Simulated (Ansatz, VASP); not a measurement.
One calculation of C, two programs

File INCAR:

```
ALGO     = Normal         # electronic algorithm
EDIFF    = 1E-7           # SCF threshold, eV
ENCUT    = 520            # plane-wave cutoff, eV
GGA      = PE             # functional
ISIF     = 2              # what is computed and relaxed
ISMEAR   = -1             # smearing method
LASPH    = T              # aspherical terms in the spheres
LCHARG   = F              # write CHGCAR
LREAL    = F              # projectors in reciprocal space
LWAVE    = F              # write WAVECAR
NBANDS   = 8              # bands
NELM     = 60             # most SCF steps
PREC     = Accurate       # precision mode
SIGMA    = 0.1            # smearing width, eV
```

Contents of KPOINTS:

```
k-points
0
Gamma
  21 21 21
```

Contents of POSCAR:

```
C
1.0
   -1.2328830329      1.2328830329      1.2328830329
    1.2328830329     -1.2328830329      1.2328830329
    1.2328830329      1.2328830329     -1.2328830329
C
1
Direct
    0.0000000000      0.0000000000      0.0000000000
```

Input for Ansatz:

```yaml
crystal:
  lattice:
    - [-1.2328830329, 1.2328830329, 1.2328830329]
    - [1.2328830329, -1.2328830329, 1.2328830329]
    - [1.2328830329, 1.2328830329, -1.2328830329]
  atoms:
    - { symbol: C, position: [0.0, 0.0, 0.0] }
hamiltonian:
  xc: pbe
  pseudopotentials:
    kind: paw
    azcp:
      C: "pseudopotentials/C.paw.azcp"
basis:
  ecutwfc: 420
  fft_grid_basis: typed
kpoints:
  mp_grid: { grid: [21, 21, 21], shift: [0, 0, 0] }
magnetization:
  spin_polarized: false
scf:
  occupations: { method: fermi_dirac, width: 0.1 }
  lower_state_search: "off"
output:
  stress: true
  write_density: true
  write_potential: true
  elf: true
  volumetric_format: npy
```

Alike in both runs: task single point; functional PBE; k mesh 21 × 21 × 21; occupations fermi-dirac, width 0.1 eV; no spin polarisation.

|  | VASP | Ansatz |
| --- | --- | --- |
| version | VASP 6.6.1 | Ansatz 0.2.0 |
| potentials or method | VASP PAW PBE potentials, release 64 (C), cutoff 520 eV | plane waves (420 eV) with PAW, scalar-relativistic |
| valence electrons in the cell | 4 | 4 |

VASP gave:

```
pressure (GPa) : -16.1
```

Which values does Ansatz return?

Pressure (GPa): -16.3.

With one functional, cell and mesh, what is left measures potentials, basis and numerics.
